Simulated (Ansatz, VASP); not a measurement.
SiO2 in VASP and in Ansatz

Contents of INCAR:

```
SYSTEM = SiO2
PREC     = Accurate       ! precision mode
ENCUT    = 520            ! plane-wave cutoff, eV
EDIFF    = 1E-6           ! SCF threshold, eV
ISMEAR   = 0              ! smearing method
SIGMA    = 0.05           ! smearing width, eV
LREAL    = .False.        ! projectors in reciprocal space
LASPH    = .True.         ! aspherical terms in the spheres
NELM     = 80             ! most SCF steps
ALGO     = Normal         ! electronic algorithm
ISIF     = 2              ! what is computed and relaxed
LWAVE    = .False.        ! write WAVECAR
LCHARG   = .True.         ! write CHGCAR
GGA      = PE             ! functional
LELF     = .True.         ! ELF
LVHAR    = .True.       
NBANDS   = 25             ! bands
```

The input KPOINTS:

```
regular mesh
0
Gamma
  6 6 8
  0 0 0
```

POSCAR

```
SiO2
1.0
    4.2358788266      0.0000000000      0.0000000000
    0.0000000000      3.9393673087      0.0000000000
    0.0000000000      0.0000000000      2.6897743046
Si O
2 4
Direct
    0.5000000000      0.5000000000      0.5000000000
    0.0000000000      0.0000000000      0.0000000000
    0.7302721762      0.6557534092      0.0000000000
    0.2302721762      0.8442465908      0.5000000000
    0.2697278238      0.3442465908      0.0000000000
    0.7697278238      0.1557534092      0.5000000000
```

Input for Ansatz:

```yaml
crystal:
  lattice:
    - [4.2358788266, 0.0, 0.0]
    - [0.0, 3.9393673087, 0.0]
    - [0.0, 0.0, 2.6897743046]
  atoms:
    - { symbol: Si, position: [0.5, 0.5, 0.5] }
    - { symbol: Si, position: [0.0, 0.0, 0.0] }
    - { symbol: O, position: [0.7302721762, 0.6557534092, 0.0] }
    - { symbol: O, position: [0.2302721762, 0.8442465908, 0.5] }
    - { symbol: O, position: [0.2697278238, 0.3442465908, 0.0] }
    - { symbol: O, position: [0.7697278238, 0.1557534092, 0.5] }
basis:
  ecutwfc: 520.0
kpoints:
  mp_grid: { grid: [6, 6, 8] }
hamiltonian:
  xc: pbe
  pseudopotentials: { kind: paw, azcp: { folder: soft_1 } }
scf:
  occupations: { method: gaussian, width: 0.05 }
output:
  forces: true
  stress: true
  eigenvalues: true
```

Change from the starting cell: mode 4 frozen in at +0.223 Å, normal strain along y -0.0700.

Alike in both runs: task single point; functional PBE; k mesh 6 × 6 × 8; occupations gaussian, width 0.05 eV; no spin polarisation.

|  | VASP | Ansatz |
| --- | --- | --- |
| version | VASP 6.6.1 | Ansatz 0.2.0 |
| potentials or method | VASP PAW PBE potentials, release 64 (Si, O), cutoff 520 eV | scalar-relativistic, plane waves, PAW |
| valence electrons in the cell | 32 | 32 |

|  | VASP | Ansatz | Ansatz less VASP |
| --- | --- | --- | --- |
| gap on the k mesh at the Fermi level (eV) | 5.91 | 5.93 | +0.021 |
| least direct gap on the mesh (eV) | 5.91 | 5.93 | +0.021 |
| pressure (GPa) | 19.7 | 19.4 | -0.30 |
| traceless stress, the component that is largest in VASP (GPa) | 25.77 | 26.00 | +0.227 |
| rms of the force components (eV/Å) | 0.460 | 0.457 | -0.0023 |

Atom by atom the forces differ by 0.005 eV/Å (rms over components). With one functional, cell and mesh, what is left measures potentials, basis and numerics.
